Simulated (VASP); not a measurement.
# Mg (Im-3m) in VASP: single point with PBE+D3(BJ)

Aim: the single point of Mg with PBE+D3(BJ).

Everything below comes from runs of VASP 6.6.1. Logs are shortened: lines on timing, memory, paths and dates and some standing lists are left out, and cuts for length are marked.

### 1 The cell of the first run

The structure is cubic, space group Im-3m (No. 229). The conventional cell has a = 3.546 Å, b = 3.546 Å, c = 3.546 Å, α = 90.00°, β = 90.00°, γ = 90.00°. Mg (site symmetry m-3m) has 14 Mg at 3.07 to 3.55 Å within 4.0 Å.

This isn't the form of Mg at room conditions, which is hcp.

### 2 Single point, PBE+D3(BJ)

INCAR

```
PREC = Accurate ; ENCUT = 520
EDIFF = 1E-7 ; ISMEAR = 0
SIGMA = 0.15 ; LREAL = False
LASPH = True ; NELM = 100
ALGO = Fast ; ISIF = 2
LWAVE = False ; LCHARG = True
GGA = PE ; IVDW = 12
LELF = True ; LVHAR = True
NBANDS = 7
```

KPOINTS

```
Automatic mesh
0
Gamma
  20 20 20
  0.5 0.5 0.5
```

POSCAR

```
Mg
1.0
   -1.7727644967      1.7727644967      1.7727644967
    1.7727644967     -1.7727644967      1.7727644967
    1.7727644967      1.7727644967     -1.7727644967
Mg
1
Direct
    0.0000000000      0.0000000000      0.0000000000
```

Potentials or basis: VASP PAW PBE potentials, release 64 (Mg).

Started as:

```sh
> cat potpaw_PBE.64/Mg/POTCAR > POTCAR
> mpirun -np 1 vasp_std > vasp.out
```

OUTCAR:

```text
PREC = Accurate
   ENCUT = 520
   EDIFF = 1E-7
   ISMEAR = 0
   LREAL = False
   LASPH = True
   NELM = 100
   ISIF = 2
   GGA = PE
   IVDW = 12
 IVDW          = 12

 ion  position               nearest neighbor table
   1  0.000  0.000  0.000-

  LATTYP: Found a body centered cubic cell.
 ALAT       =     3.5455289934

  Lattice vectors:

 A1 = (  -1.7727644967,   1.7727644967,   1.7727644967)
 A2 = (   1.7727644967,  -1.7727644967,   1.7727644967)
 A3 = (   1.7727644967,   1.7727644967,  -1.7727644967)

Analysis of symmetry for initial positions (statically):
=====================================================================
 Subroutine PRICEL returns:
 Original cell was already a primitive cell.

 Routine SETGRP: Setting up the symmetry group for a
 body centered cubic supercell.

 Subroutine GETGRP returns: Found 48 space group operations
 (whereof 48 operations were pure point group operations)
 out of a pool of 48 trial point group operations.

The static configuration has the point symmetry O_h .

Analysis of symmetry for dynamics (positions and initial velocities):
=====================================================================
 Subroutine PRICEL returns:
 Original cell was already a primitive cell.

 Routine SETGRP: Setting up the symmetry group for a
 body centered cubic supercell.

 Subroutine GETGRP returns: Found 48 space group operations
 (whereof 48 operations were pure point group operations)
 out of a pool of 48 trial point group operations.

The dynamic configuration has the point symmetry O_h .

 Subroutine INISYM returns: Found 48 space group operations
 (whereof 48 operations are pure point group operations),
 and found     1 'primitive' translations

----------------------------------------------------------------------------------------

                                     Primitive cell

  volume of cell :      22.2850

  direct lattice vectors                    reciprocal lattice vectors
    -1.772764497  1.772764497  1.772764497     0.000000000  0.282045360  0.282045360
     1.772764497 -1.772764497  1.772764497     0.282045360  0.000000000  0.282045360
     1.772764497  1.772764497 -1.772764497     0.282045360  0.282045360  0.000000000

  length of vectors
     3.070518178  3.070518178  3.070518178     0.398872373  0.398872373  0.398872373

  position of ions in fractional coordinates (direct lattice)
     0.000000000  0.000000000  0.000000000

[... 76 lines left out ...]
   LREAL  =      F    real-space projection
   EDIFFG = 0.1E-05   stopping-criterion for IOM
   NSW    =      0    number of steps for IOM
   IBRION =     -1    ionic relax: 0-MD 1-quasi-New 2-CG
   NFREE  =      0    steps in history (QN), initial steepest desc. (CG)
   ISIF   =      2    stress and relaxation
   ISYM   =      2    0-nonsym 1-usesym 2-fastsym
   POTIM  = 0.5000    time-step for ionic-motion
   TEBEG  =    0.0;   TEEND  =   0.0 temperature during run
   PSTRESS=    0.0 pullay stress
   NELECT =       2.0000    total number of electrons
   NUPDOWN=      -1.0000    fix difference up-down
   EMIN   =  10.00;   EMAX   =-10.00  energy-range for DOS
   EFERMI =   0.00;   METHOD = LEGACY
   ISMEAR =     0;   SIGMA  =   0.15  broadening in eV -4-tet -1-fermi 0-gaus
   EFERMI_NEDOS =   21; number of points for ismear=-14 and -15
   IALGO  =     68    algorithm
   IMIX   =      4    mixing-type and parameters
     AMIX     =   0.40;   BMIX     =  1.00
     AMIX_MAG =   1.60;   BMIX_MAG =  1.00
  volume/ion in A,a.u.               =      22.29       150.39
  Fermi-wavevector in a.u.,A,eV,Ry     =   0.732960  1.385094  7.309469  0.537231
  Thomas-Fermi vector in A             =   1.825552
   LORBIT       =      0    0 simple, 1 ext, 2 COOP (PROOUT), +10 PAW based schemes
   GGA     = PE    functional components
   LHFCALC =     F    Hartree Fock is set to
   AEXX    =    0.0000 exact exchange contribution
   IVDW    =    12    specifies the selected vdW correction
   LEPSILON=     F    determine dielectric tensor
   LRPA    =     F    only Hartree local field effects (RPA)
 non-spin polarized calculation
 RMM-DIIS sequential band-by-band and
 Gauss-broadening in eV      SIGMA  =   0.15
  energy-cutoff  :      520.00
  volume of cell :       22.29
 maximum number of plane-waves:       616
   NGX = 11   NGY = 11   NGZ = 11

 number of electron       2.0000000 magnetization

 Free energy of the ion-electron system (eV)
  ---------------------------------------------------
  ext. energy  EPLUGINS =         0.00000000
  ---------------------------------------------------
  free energy    TOTEN  =        -1.47814181 eV

  energy without entropy =       -1.47307910  energy(sigma->0) =       -1.47561046

 E-fermi :   2.8142     XC(G=0):  -8.5869

 val. band max:        2.8109604137   @ k =   0.2750   0.2750   0.1250
 cond. band min:       2.8145713962   @ k =   0.3750   0.2250   0.0250
 fundamental gap:      0.0036109825
 Fermi energy:         2.8142142858

 k-point     1 :       0.0250    0.0250    0.0250
  band No.  band energies     occupation
      1      -4.1766      2.00000
      2      15.2600      0.00000
      3      15.2600      0.00000
      4      15.4281      0.00000
      5      17.4585      0.00000
      6      17.4585      0.00000
      7      18.5370      0.00000
[... 221 lines left out ...]
 k-point    24 :       0.2750    0.1250    0.0250
  band No.  band energies     occupation
      1      -1.0500      2.00000
      2       5.7525      0.00000
      3       9.0850      0.00000
      4      11.5126      0.00000
      5      15.8401      0.00000
      6      17.8117      0.00000
      7      19.6003      0.00000

 [... further k-points ...]

------------------------ aborting loop because EDIFF is reached ----------------------------------------

 Edisp (eV)   -0.29211

 E8    (eV) :    -0.1280

  FORCE on cell =-STRESS in cart. coord.  units (eV):
  Direction    XX          YY          ZZ          XY          YZ          ZX
  --------------------------------------------------------------------------------------
  -------------------------------------------------------------------------------------
  Total      -0.16122    -0.16122    -0.16122     0.00000     0.00000    -0.00000
  in kB     -11.59111   -11.59111   -11.59111     0.00000     0.00000    -0.00000
  external pressure =      -11.59 kB  Pullay stress =        0.00 kB

 VOLUME and BASIS-vectors are now :
 -----------------------------------------------------------------------------
  energy-cutoff  :      520.00
  volume of cell :       22.29
      direct lattice vectors                 reciprocal lattice vectors
    -1.772764497  1.772764497  1.772764497     0.000000000  0.282045360  0.282045360
     1.772764497 -1.772764497  1.772764497     0.282045360  0.000000000  0.282045360
     1.772764497  1.772764497 -1.772764497     0.282045360  0.282045360  0.000000000

 POSITION                                       TOTAL-FORCE (eV/Angst)
 -----------------------------------------------------------------------------------
      0.00000      0.00000      0.00000        -0.000000     -0.000000     -0.000000
 -----------------------------------------------------------------------------------
    total drift:                                0.000000      0.000000      0.000000

  FREE ENERGIE OF THE ION-ELECTRON SYSTEM (eV)
  ---------------------------------------------------
  free  energy   TOTEN  =        -1.7702483501 eV

  energy  without entropy=       -1.7651856384  energy(sigma->0) =       -1.76771699
```

OSZICAR:

```text
N       E                     dE             d eps       ncg     rms          rms(c)
DAV:   1    -0.797363831117E+00   -0.79736E+00   -0.75245E+02  3822   0.191E+02
DAV:   2    -0.148419742025E+01   -0.68683E+00   -0.65393E+00  4606   0.112E+01
DAV:   3    -0.148668859142E+01   -0.24912E-02   -0.24901E-02  4522   0.776E-01
DAV:   4    -0.148669304910E+01   -0.44577E-05   -0.44576E-05  5068   0.233E-02
DAV:   5    -0.148669306692E+01   -0.17814E-07   -0.18028E-07  4536   0.812E-04    0.678E-01
RMM:   6    -0.148258850059E+01    0.41046E-02   -0.23447E-04  3502   0.120E-01    0.433E-01
RMM:   7    -0.147813051572E+01    0.44580E-02   -0.10364E-03  3578   0.228E-01    0.239E-02
RMM:   8    -0.147814196322E+01   -0.11447E-04   -0.43278E-05  3682   0.444E-02    0.575E-03
RMM:   9    -0.147814179352E+01    0.16969E-06   -0.30851E-06  3864   0.102E-02    0.558E-04
RMM:  10    -0.147814181146E+01   -0.17939E-07   -0.39005E-07  3928   0.337E-03
   1 F= -.17702484E+01 E0= -.17677170E+01  d E =-.506271E-02
```

Run time: 25 s. Hardware: 1 thread of Intel Xeon 8259CL, shared host; peak memory 0.18 GiB.

Results:

* Free energy: -1.7702 eV
* Pressure: -1.2 GPa
* Band gap on the k mesh: zero (bands 1 and 2 overlap by 3.93 eV)
* Dispersion energy per atom: -0.292 eV
